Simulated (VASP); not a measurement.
Li:

```
Li
1.0
     3.40073    0.00000    0.00000
    -1.70037    2.94512    0.00000
     0.00000    0.00000   11.08860
Li
4
Direct
  0.00000 0.00000 0.00000
  0.33333 0.66667 0.75000
  0.00000 0.00000 0.50000
  0.66667 0.33333 0.25000
```

| Property | Result |
| --- | --- |
| Program | VASP 6.6.1 |
| Task | relaxation of cell and atoms |
| Functional | PBE |
| Dispersion | D3(BJ) |
| Potentials or basis | VASP PAW PBE potentials, release 64 (Li_sv) |
| Cutoff | 600 eV |
| k mesh | 12 × 12 × 4 |
| Occupations | gaussian, width 0.1 eV |
| Spin | no spin polarisation |

At the start: pressure -3.4 GPa; volume 27.76 Å³/atom.

Q: Where does the relaxation end?

A: Over 8 steps the energy falls by 138.6 meV/atom and the volume is 18.14 Å³/atom (-34.7 %); space group P6_3/mmc (No. 194, to 0.05 Å).

The path:
| step | energy change (eV) | largest force (eV/Å) | pressure (GPa) | volume (Å³) |
| --- | --- | --- | --- | --- |
| 1 | 0.0000 | 0.0000 | -3.37 | 111.06 |
| 2 | -0.1862 | 0.0000 | -3.14 | 101.93 |
| 3 | -0.5385 | 0.0000 | -0.97 | 77.56 |
| 4 | -0.5521 | 0.0000 | 0.40 | 70.94 |
| 5 | -0.5542 | 0.0000 | -0.01 | 72.70 |
| 6 | -0.5540 | 0.0000 | 0.13 | 72.04 |
| 7 | -0.5542 | 0.0000 | 0.07 | 72.31 |
| 8 | -0.5544 | 0.0000 | 0.01 | 72.56 |

Final structure:
```cif
data_structure
_symmetry_space_group_name_H-M 'P 1'
_symmetry_Int_Tables_number 1
_cell_length_a 2.9580
_cell_length_b 2.9580
_cell_length_c 9.5753
_cell_angle_alpha 90.000
_cell_angle_beta 90.000
_cell_angle_gamma 120.000
_cell_volume 72.56
loop_
_atom_site_label
_atom_site_type_symbol
_atom_site_fract_x
_atom_site_fract_y
_atom_site_fract_z
_atom_site_occupancy
Li1 Li 0.00000 0.00000 0.00000 1
Li2 Li 0.33333 0.66667 0.75000 1
Li3 Li 0.00000 0.00000 0.50000 1
Li4 Li 0.66667 0.33333 0.25000 1
```

Caveat: the cutoff is under 1.25 times the usual one of these potentials, so pressure, stress and relaxed cells hold a basis-set (Pulay) error; the volume moved by over 15 % at a fixed basis, so the end points are rough; pairwise dispersion overbinds metals, which lowers pressure and volume.
